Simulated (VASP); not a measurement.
# GaP: single point with LDA

GaP:

```
Ga P
1.0
     0.00000    2.77421    2.77421
     2.77421    0.00000    2.77421
     2.77421    2.77421    0.00000
Ga P
1 1
Direct
  0.00000 0.00000 0.00000
  0.25000 0.25000 0.25000
```

```yaml
Program: VASP 6.6.1
Task: single point
Functional: LDA
Potentials_or_basis: VASP PAW LDA potentials, release 64 (Ga_d, P)
Cutoff: 500 eV
k_mesh: 8 × 8 × 8
Occupations: gaussian, width 0.02 eV
Spin: no spin polarisation
Dipole_correction: no
Further_INCAR_settings: ALGO = Normal; EDIFF = 1e-06; NBANDS = 16
```

```yaml
Pressure: -6.3 GPa
Band_gap_on_the_k_mesh: 1.20 eV
```

Levels at points of the mesh, in eV from the valence-band top:
```
           k point  band 5  band 6  band 7  band 8  band 9  band 10  band 11  band 12  band 13  band 14
(0.00, 0.00, 0.00)  -14.54  -12.12    0.00    0.00    0.00     1.20     3.80     3.80     3.80     8.26
(0.50, 0.00, 0.00)  -14.53  -10.21   -6.42   -1.05   -1.05     1.35     4.64     4.64     7.93    10.27
(0.50, 0.50, 0.00)  -14.52   -9.36   -6.60   -2.53   -2.53     1.60     1.72    10.05    10.05    10.49
```

It took 27 s on 1 thread of AMD EPYC 7R13, with other jobs on the host, peak memory 0.13 GiB.

Caveat: the cell stands under tension. A k mesh can miss the band edges.
